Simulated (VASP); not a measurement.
Write the native input for VASP 6.6.1 that does the following.

| Item | Value |
| --- | --- |
| Task | single point |
| Functional | PBEsol |
| Potentials or basis | VASP PAW PBE potentials, release 64 (O_h) |
| Cutoff | 910 eV |
| k mesh | 1 × 1 × 1 |
| Occupations | gaussian, width 0.01 eV |
| Spin | collinear spin, ferromagnetic start |
| Starting moments | [1.0, 1.0] μB |
| Fixed moment | 2 μB |
| Dipole correction | no |
| Further INCAR settings | ALGO = Normal; EDIFF = 1e-06; NBANDS = 17; NELMDL = -8 |

The structure of O2 lies in POSCAR:

```
O
1.0
   12.0000000000      0.0000000000      0.0000000000
    0.0000000000     12.5000000000      0.0000000000
    0.0000000000      0.0000000000     13.0000000000
O
2
Direct
    0.4500000000      0.4700000000      0.4534263287
    0.4500000000      0.4700000000      0.5465736713
```

One way to write it, as run:

INCAR

```
SYSTEM = O
PREC = Accurate
ENCUT = 910
EDIFF = 1E-6
ISMEAR = 0
SIGMA = 0.01
LREAL = .False.
LASPH = .True.
NELM = 200
ALGO = Normal
ISIF = 2
LWAVE = .False.
LCHARG = .True.
ISPIN = 2
MAGMOM = 1 1
LORBIT = 11
NUPDOWN = 2.0
GGA = PS
LELF = .True.
LVHAR = .True.
NBANDS = 17
GGA_COMPAT = .False.
NELMDL = -8
```

KPOINTS

```
Automatic mesh
0
Gamma
  1 1 1
  0 0 0
```

Potentials or basis: VASP PAW PBE potentials, release 64 (O_h).

Run with:

```sh
$ cat potpaw_PBE.64/O_h/POTCAR > POTCAR
$ mpirun -np 1 vasp_gam > vasp.out
```

It gave:

```
Largest force                                         : 0.139 eV/Å
Net moment                                            : 2.00 μB per cell
Site moments                                          : O +0.62 μB
Valence electrons inside the program's atomic spheres : O 3.30
```

Caveat: the PAW data sets were made with another functional, which shifts forces and pressure a little; the total moment is fixed, so each spin has its own Fermi level.

Wall time 11 min on 1 thread of Intel(R) Xeon(R) Platinum 8559C (Emerald Rapids), on a shared host, peak memory 4 GiB.
